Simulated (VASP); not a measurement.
# GaAs in VASP: a series of runs

GaAs is run at these levels: PBEsol; tasks: single point.

All numbers are computed with VASP 6.6.1; they aren't measurements. Logs are shortened: lines on timing, memory, paths and dates and some standing lists are left out, and cuts for length are marked.

## Step 1: The cell of the first run

The cell holds a slab with vacuum, 6 atoms: a = 4.001 Å, b = 5.658 Å, c = 19.001 Å, α = 90.00°, β = 90.00°, γ = 90.00°.

## Step 2: Single point, PBEsol

File INCAR:

```
ALGO = Normal
DIPOL = 0.5 0.5 0.500
EDIFF = 1E-6
ENCUT = 520
GGA = PS
IDIPOL = 3
ISIF = 2
ISMEAR = 0
LASPH = T
LCHARG = F
LDIPOL = T
LREAL = F
LWAVE = F
NBANDS = 36
NELM = 100
PREC = Accurate
SIGMA = 0.05
```

File KPOINTS:

```
k-points
0
Gamma
  9 6 1
```

File POSCAR:

```
GaAs
1.0
    4.0010046241      0.0000000000      0.0000000000
    0.0000000000      5.6582750025      0.0000000000
    0.0000000000      0.0000000000     19.0010046241
Ga As
3 3
Direct
    0.5000000000      0.5000000000      0.3947159715
    0.0000000000      0.0000000000      0.5000000000
    0.5000000000      0.5000000000      0.6052840285
    0.0000000000      0.7500000000      0.3947159715
    0.5000000000      0.2500000000      0.5000000000
    0.0000000000      0.7500000000      0.6052840285
```

Potentials or basis: VASP PAW PBE potentials, release 64 (Ga_d, As).

Launch:

```sh
cat potpaw_PBE.64/Ga_d/POTCAR potpaw_PBE.64/As/POTCAR > POTCAR
mpirun -np 1 vasp_std > vasp.out
```

OUTCAR:

```text
EDIFF = 1E-6
   ENCUT = 520
   GGA = PS
   ISIF = 2
   ISMEAR = 0
   LASPH = T
   LREAL = F
   NELM = 100
   PREC = Accurate

 ion  position               nearest neighbor table
   1  0.500  0.500  0.395-   4 2.45   4 2.45   5 2.45
   2  0.000  0.000  0.500-   5 2.45   5 2.45   6 2.45   4 2.45
   3  0.500  0.500  0.605-   6 2.45   6 2.45   5 2.45
   4  0.000  0.750  0.395-   1 2.45   1 2.45   2 2.45
   5  0.500  0.250  0.500-   2 2.45   2 2.45   3 2.45   1 2.45
   6  0.000  0.750  0.605-   3 2.45   3 2.45   2 2.45

  LATTYP: Found a simple orthorhombic cell.
 ALAT       =     4.0010046241
 B/A-ratio  =     1.4142135624
 C/A-ratio  =     4.7490584014

  Lattice vectors:

 A1 = (   4.0010046241,   0.0000000000,   0.0000000000)
 A2 = (   0.0000000000,   5.6582750025,   0.0000000000)
 A3 = (   0.0000000000,   0.0000000000,  19.0010046241)

Analysis of symmetry for initial positions (statically):
=====================================================================
 Subroutine PRICEL returns:
 Original cell was already a primitive cell.

 Routine SETGRP: Setting up the symmetry group for a
 simple orthorhombic supercell.

 Subroutine GETGRP returns: Found  4 space group operations
 (whereof  4 operations were pure point group operations)
 out of a pool of  8 trial point group operations.

The static configuration has the point symmetry C_2v.

Analysis of symmetry for dynamics (positions and initial velocities):
=====================================================================
 Subroutine PRICEL returns:
 Original cell was already a primitive cell.

 Routine SETGRP: Setting up the symmetry group for a
 simple orthorhombic supercell.

 Subroutine GETGRP returns: Found  4 space group operations
 (whereof  4 operations were pure point group operations)
 out of a pool of  8 trial point group operations.

The dynamic configuration has the point symmetry C_2v.

 Subroutine INISYM returns: Found  4 space group operations
 (whereof  4 operations are pure point group operations),
 and found     1 'primitive' translations

----------------------------------------------------------------------------------------

                                     Primitive cell

  volume of cell :     430.1596

  direct lattice vectors                    reciprocal lattice vectors
     4.001004624  0.000000000  0.000000000     0.249937227  0.000000000  0.000000000
     0.000000000  5.658275002  0.000000000     0.000000000  0.176732308  0.000000000
     0.000000000  0.000000000 19.001004624     0.000000000  0.000000000  0.052628796

  length of vectors
     4.001004624  5.658275002 19.001004624     0.249937227  0.176732308  0.052628796

  position of ions in fractional coordinates (direct lattice)
     0.500000000  0.500000000  0.394715971
     0.000000000  0.000000000  0.500000000
     0.500000000  0.500000000  0.605284029
     0.000000000  0.750000000  0.394715971
     0.500000000  0.250000000  0.500000000
     0.000000000  0.750000000  0.605284029

  ion indices of the primitive-cell ions
   primitive index   ion index
                 1           1
                 2           2
                 3           3
                 4           4
                 5           5
                 6           6

----------------------------------------------------------------------------------------

 KPOINTS: k-points

Automatic generation of k-mesh.
 Grid dimensions read from file:
 generate k-points for:    9    6    1

 Generating k-lattice:

  Cartesian coordinates                     Fractional coordinates (reciprocal lattice)
     0.027770803  0.000000000  0.000000000     0.111111111  0.000000000  0.000000000
     0.000000000  0.029455385  0.000000000     0.000000000  0.166666667  0.000000000
     0.000000000  0.000000000  0.052628796     0.000000000  0.000000000  1.000000000

  Length of vectors
     0.027770803  0.029455385  0.052628796

  Shift w.r.t. Gamma in fractional coordinates (k-lattice)
     0.000000000  0.000000000  0.000000000

 Subroutine IBZKPT returns following result:
 ===========================================

 Found     20 irreducible k-points:

 Following reciprocal coordinates:
            Coordinates               Weight
  0.000000  0.000000  0.000000      1.000000
  0.111111  0.000000  0.000000      2.000000
  0.222222  0.000000  0.000000      2.000000
  0.333333  0.000000  0.000000      2.000000
  0.444444  0.000000  0.000000      2.000000
  0.000000  0.166667  0.000000      2.000000
[... 12 lines left out ...]
  0.333333  0.500000  0.000000      2.000000
  0.444444  0.500000  0.000000      2.000000
   k-points           NKPTS =     20   k-points in BZ     NKDIM =     20   number of bands    NBANDS=     36
   number of dos      NEDOS =    301   number of ions     NIONS =      6
   total plane-waves  NPLWV = 181440
   dimension x,y,z NGX =    30 NGY =   42 NGZ =  144
   dimension x,y,z NGXF=    60 NGYF=   84 NGZF=  288
   ions per type =               3   3
   NGX,Y,Z   is equivalent  to a cutoff of  12.47, 12.34, 12.60 a.u.
   NGXF,Y,Z  is equivalent  to a cutoff of  24.93, 24.68, 25.20 a.u.
 SYSTEM =  unknown system
   PREC   = accura    normal or accurate (medium, high low for compatibility)
   ISTART =      0    job   : 0-new  1-cont  2-samecut
   ICHARG =      2    charge: 1-file 2-atom 10-const
   ISPIN  =      1    spin polarized calculation?
   LNONCOLLINEAR =      F non collinear calculations
   LSORBIT =      F    spin-orbit coupling
   LASPH  =      T    aspherical Exc in radial PAW
   ENCUT  =  520.0 eV  38.22 Ry    6.18 a.u.   7.44 10.52 35.33*2*pi/ulx,y,z
   NELM   =    100;   NELMIN=  2; NELMDL= -5     # of ELM steps
   EDIFF  = 0.1E-05   stopping-criterion for ELM
   LREAL  =      F    real-space projection
   EDIFFG = 0.1E-04   stopping-criterion for IOM
   NSW    =      0    number of steps for IOM
   IBRION =     -1    ionic relax: 0-MD 1-quasi-New 2-CG
   NFREE  =      0    steps in history (QN), initial steepest desc. (CG)
   ISIF   =      2    stress and relaxation
   ISYM   =      2    0-nonsym 1-usesym 2-fastsym
   POTIM  = 0.5000    time-step for ionic-motion
   TEBEG  =    0.0;   TEEND  =   0.0 temperature during run
   PSTRESS=    0.0 pullay stress
   NELECT =      54.0000    total number of electrons
   NUPDOWN=      -1.0000    fix difference up-down
   EMIN   =  10.00;   EMAX   =-10.00  energy-range for DOS
   EFERMI =   0.00;   METHOD = LEGACY
   ISMEAR =     0;   SIGMA  =   0.05  broadening in eV -4-tet -1-fermi 0-gaus
   EFERMI_NEDOS =   21; number of points for ismear=-14 and -15
   IALGO  =     38    algorithm
   IMIX   =      4    mixing-type and parameters
     AMIX     =   0.40;   BMIX     =  1.00
     AMIX_MAG =   1.60;   BMIX_MAG =  1.00
  volume/ion in A,a.u.               =      71.69       483.81
  Fermi-wavevector in a.u.,A,eV,Ry     =   0.819715  1.549037  9.142198  0.671933
  Thomas-Fermi vector in A             =   1.930569
   LORBIT       =      0    0 simple, 1 ext, 2 COOP (PROOUT), +10 PAW based schemes
   GGA     = PS    functional components
   LHFCALC =     F    Hartree Fock is set to
   AEXX    =    0.0000 exact exchange contribution
   IVDW    =     0    specifies the selected vdW correction
   LEPSILON=     F    determine dielectric tensor
   LRPA    =     F    only Hartree local field effects (RPA)
 non-spin polarized calculation
 Gauss-broadening in eV      SIGMA  =   0.05
  energy-cutoff  :      520.00
  volume of cell :      430.16
 maximum number of plane-waves:     11628
 NGX is ok and might be reduce to    30
   NGX = 15   NGY = 21   NGZ = 71

 dipolmoment           0.000000      0.000000     -0.000000 electrons x Angstroem

 number of electron      54.0000021 magnetization

 dipolmoment           0.000000      0.000000      0.000000 electrons x Angstroem

 Free energy of the ion-electron system (eV)
  ---------------------------------------------------
  ext. energy  EPLUGINS =         0.00000000
  ---------------------------------------------------
  free energy    TOTEN  =       -23.90253457 eV

  energy without entropy =      -23.89484781  energy(sigma->0) =      -23.89869119

 E-fermi :  -2.1002     XC(G=0):  -3.8815

 val. band max:       -2.1101480601   @ k =   0.4444   0.0000   0.0000
 cond. band min:      -2.0874223214   @ k =   0.4444   0.3333   0.0000
 fundamental gap:      0.0227257388
 Fermi energy:        -2.1002101279

 k-point     1 :       0.0000    0.0000    0.0000
  band No.  band energies     occupation
      1     -17.0384      2.00000
      2     -16.9819      2.00000
      3     -16.9809      2.00000
      4     -16.9702      2.00000
      5     -16.9238      2.00000
      6     -16.9236      2.00000
[... 28 lines left out ...]
     35       2.6213      0.00000
     36       2.6425      0.00000

 k-point     2 :       0.1111    0.0000    0.0000
  band No.  band energies     occupation
      1     -17.0381      2.00000
      2     -16.9812      2.00000
      3     -16.9809      2.00000
      4     -16.9695      2.00000
      5     -16.9306      2.00000
      6     -16.9288      2.00000
[... 28 lines left out ...]
     35       2.5242      0.00000
     36       2.7456      0.00000

 k-point     3 :       0.2222    0.0000    0.0000
  band No.  band energies     occupation
      1     -17.0381      2.00000
      2     -16.9827      2.00000
      3     -16.9793      2.00000
      4     -16.9675      2.00000
      5     -16.9418      2.00000
      6     -16.9395      2.00000
[... 28 lines left out ...]
     35       2.7614      0.00000
     36       3.0910      0.00000
[... 586 lines left out ...]
 k-point    19 :       0.3333    0.5000    0.0000
  band No.  band energies     occupation
      1     -17.0330      2.00000
      2     -16.9844      2.00000
      3     -16.9795      2.00000
      4     -16.9654      2.00000
      5     -16.9536      2.00000
      6     -16.9441      2.00000
[... 28 lines left out ...]
     35       3.4725      0.00000
     36       3.4817      0.00000

 k-point    20 :       0.4444    0.5000    0.0000
  band No.  band energies     occupation
      1     -17.0342      2.00000
      2     -16.9869      2.00000
      3     -16.9790      2.00000
      4     -16.9653      2.00000
      5     -16.9593      2.00000
      6     -16.9465      2.00000
[... 28 lines left out ...]
     35       3.2329      0.00000
     36       3.5682      0.00000

------------------------ aborting loop because EDIFF is reached ----------------------------------------

 vacuum level on the upper side and lower side of the slab       (xc-potential included)        -0.070        -0.070

  FORCE on cell =-STRESS in cart. coord.  units (eV):
  Direction    XX          YY          ZZ          XY          YZ          ZX
  --------------------------------------------------------------------------------------
  -------------------------------------------------------------------------------------
  Total       -1.9493676     -2.3255944      1.8400605      0.0000000      0.0000000      0.0000000
  in kB       -7.2606360     -8.6619342      6.8535096      0.0000000      0.0000000      0.0000000
  external PRESSURE =      -3.0230202 kB  Pullay stress =       0.0000000 kB

 VOLUME and BASIS-vectors are now :
 -----------------------------------------------------------------------------
  energy-cutoff  :      520.00
  volume of cell :      430.16
      direct lattice vectors                 reciprocal lattice vectors
     4.001004624  0.000000000  0.000000000     0.249937227  0.000000000  0.000000000
     0.000000000  5.658275002  0.000000000     0.000000000  0.176732308  0.000000000
     0.000000000  0.000000000 19.001004624     0.000000000  0.000000000  0.052628796

 POSITION                                       TOTAL-FORCE (eV/Angst)
 -----------------------------------------------------------------------------------
      2.00050      2.82914      7.50000        -0.000000      1.046143      0.733392
      0.00000      0.00000      9.50050         0.000000     -0.540753      0.000000
      2.00050      2.82914     11.50100        -0.000000      1.046143     -0.733392
      0.00000      4.24371      7.50000         0.000000     -0.386973     -1.196110
      2.00050      1.41457      9.50050         0.000000     -0.777586      0.000000
      0.00000      4.24371     11.50100         0.000000     -0.386973      1.196110
 -----------------------------------------------------------------------------------
    total drift:                                0.000000      0.000790      0.000000

  FREE ENERGIE OF THE ION-ELECTRON SYSTEM (eV)
  ---------------------------------------------------
  free  energy   TOTEN  =       -23.9025345667 eV

  energy  without entropy=      -23.8948478148  energy(sigma->0) =      -23.89869119

 vacuum level on the upper side and lower side of the slab         2.661         2.661
```

Run time: 12 min. Hardware: 1 thread of Intel Xeon Platinum 8124M at 3.00GHz (Skylake/Cascade Lake), shared host; peak memory 0.57 GiB.

Results:

```
Free energy            : -23.9025 eV
Largest force          : 1.278 eV/Å
Band gap on the k mesh : 0.02 eV, indirect (least direct gap 0.06 eV)
```

Forces on the atoms (eV/Å):
```
Ga   0.000  1.046  0.733
Ga   0.000 -0.541  0.000
Ga   0.000  1.046 -0.733
As   0.000 -0.387 -1.196
As   0.000 -0.778  0.000
As   0.000 -0.387  1.196
```

Levels at points of the mesh, in eV from the valence-band top:
```tsv
k point	band 25	band 26	band 27	band 28	band 29	band 30
(0.00, 0.00, 0.00)	-0.88	-0.61	-0.14	0.33	1.91	1.97
(0.00, 0.50, 0.00)	-0.87	-0.82	-0.15	0.19	0.84	2.53
```

Caveat: the PAW data sets were made with another functional, which shifts forces and pressure a little.

## Step 3: Single point, PBEsol

INCAR is that of step 2.

KPOINTS is that of step 2.

POSCAR, as its differences from that of step 2:

```diff
@@ -2,5 +2,5 @@
 1.0
-    4.0010046241      0.0000000000      0.0000000000
-    0.0000000000      5.6582750025      0.0000000000
-    0.0000000000      0.0000000000     19.0010046241
+    4.0010046234      0.0000000000      0.0000000000
+    0.0000000000      5.6582750016      0.0000000000
+    0.0000000000      0.0000000000     19.0010046234
 Ga As
```

Potentials or basis: VASP PAW PBE potentials, release 64 (Ga_d, As).

Launch:

```sh
cat potpaw_PBE.64/Ga_d/POTCAR potpaw_PBE.64/As/POTCAR > POTCAR
mpirun -np 1 vasp_std > vasp.out
```

It took 9.7 min on 1 thread of AMD EPYC 9755, shared host; peak memory 0.52 GiB.

The run converged. Its results:

```
Free energy            : -23.9025 eV
Largest force          : 1.278 eV/Å
Band gap on the k mesh : 0.02 eV, indirect (least direct gap 0.06 eV)
```

Forces in eV/Å, atoms in the order of the input:
```
Ga   0.000  1.046  0.733
Ga   0.000 -0.541  0.000
Ga   0.000  1.046 -0.733
As   0.000 -0.387 -1.196
As   0.000 -0.778  0.000
As   0.000 -0.387  1.196
```

Levels at points of the mesh, in eV from the valence-band top:
```csv
k point,band 24,band 25,band 26,band 27,band 28,band 29,band 30,band 31
"(0.00, 0.00, 0.00)",-1.55,-0.88,-0.61,-0.14,0.33,1.91,1.97,2.86
"(0.00, 0.50, 0.00)",-1.14,-0.87,-0.82,-0.15,0.19,0.84,2.53,2.58
```

Caveat: the PAW data sets were made with another functional, which shifts forces and pressure a little.
